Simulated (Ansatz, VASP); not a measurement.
Ir in VASP and in Ansatz

Contents of INCAR:

```
SYSTEM = Ir
PREC = Accurate
ENCUT = 400
EDIFF = 1E-6
ISMEAR = 1
SIGMA = 0.1
LREAL = .False.
LASPH = .True.
NELM = 120
ALGO = Normal
ISIF = 2
LWAVE = .False.
LCHARG = .True.
LDIPOL = .True.
IDIPOL = 3
DIPOL = 0.5 0.5 0.650
GGA = PE
IVDW = 12
LELF = .True.
LVHAR = .True.
LVACPOTAV = .True.
NBANDS = 26
GGA_COMPAT = .False.
NELMDL = -8
```

Contents of KPOINTS:

```
regular mesh
0
Gamma
  15 15 1
  0 0 0
```

File POSCAR:

```
Ir
1.0
    2.7197522554      0.0000000000      0.0000000000
   -1.3598761277      2.3553745452      0.0000000000
    0.0000000000      0.0000000000     27.5536406592
Ir
4
Direct
    0.3333333333      0.6666666667      0.5281735786
    0.0000000000      1.0000000000      0.6105542164
    0.6666666667      0.3333333333      0.6913092594
    0.3333333333      0.6666666667      0.7709973552
```

Input for Ansatz:

```yaml
crystal:
  lattice:
    - [2.7197522554, 0.0, 0.0]
    - [-1.3598761277, 2.3553745452, 0.0]
    - [0.0, 0.0, 27.5536406592]
  atoms:
    - { symbol: Ir, position: [0.3333333333, 0.6666666667, 0.5281735786] }
    - { symbol: Ir, position: [0.0, 1.0, 0.6105542164] }
    - { symbol: Ir, position: [0.6666666667, 0.3333333333, 0.6913092594] }
    - { symbol: Ir, position: [0.3333333333, 0.6666666667, 0.7709973552] }
basis:
  ecutwfc: 420
kpoints:
  mp_grid: { grid: [15, 15, 1] }
hamiltonian:
  xc: pbe
  dispersion: d3bj
  pseudopotentials: { kind: paw, azcp: { folder: soft_1 } }
scf:
  occupations: { method: methfessel_paxton, width: 0.1 }
  n_extra_bands: 8
  max_iter: 160
output:
  forces: true
  eigenvalues: true
  write_density: true
  write_potential: true
  elf: true
  volumetric_format: npy
efield:
  axis: 3
  dipole_correction: true
```

Alike in both runs: task single point; functional PBE; dispersion D3(BJ); k mesh 15 × 15 × 1; occupations methfessel-paxton of order 1, width 0.1 eV; no spin polarisation.

|  | VASP | Ansatz |
| --- | --- | --- |
| version | VASP 6.6.1 | Ansatz 0.2.0 |
| potentials or method | VASP PAW PBE potentials, release 64 (Ir), cutoff 400 eV | scalar-relativistic, plane waves, PAW |
| valence electrons in the cell | 36 | 68 |

```csv
,VASP,Ansatz,Ansatz less VASP
gap on the k mesh at the Fermi level (eV),none,none,-
rms of the force components (eV/Å),0.274,0.282,+0.0082
```

Atom by atom the forces differ by 0.014 eV/Å (rms over components). A gap of «none» marks a metal or a gap that the smearing closes. VASP's potentials hold 36 valence electrons a cell and Ansatz's 68, so a difference there can come from the potentials and not from the codes. Ansatz's warnings: xc potential rough in thin density.

Spin-orbit coupling is off throughout.
